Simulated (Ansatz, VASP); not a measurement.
**In in VASP and in Ansatz**

```
In
1.0
    -3.82746    3.80040    1.56668
     3.80040   -3.82746    1.56668
     2.11239    2.11239   -1.61624
In
2
Cartesian
  -1.7088 5.9066 -0.0496
  -0.8705 2.9559 0.7586
```

Alike in both runs: task single point; functional revPBE; k mesh 13 × 13 × 11; occupations fermi-dirac, width 0.1 eV; no spin polarisation.

|  | VASP | Ansatz |
| --- | --- | --- |
| version | VASP 6.6.1 | Ansatz 0.2.0 |
| potentials or method | VASP PAW PBE potentials, release 64 (In_d), cutoff 520 eV | plane waves (420 eV) with PAW, scalar-relativistic |
| valence electrons in the cell | 26 | 26 |

```tsv
	VASP	Ansatz	Ansatz less VASP
pressure (GPa)	5.5	5.6	+0.03
traceless stress, the component that is largest in VASP (GPa)	-0.39	-0.39	+0.001
```

VASP's potentials were made for PBE, not for revPBE.
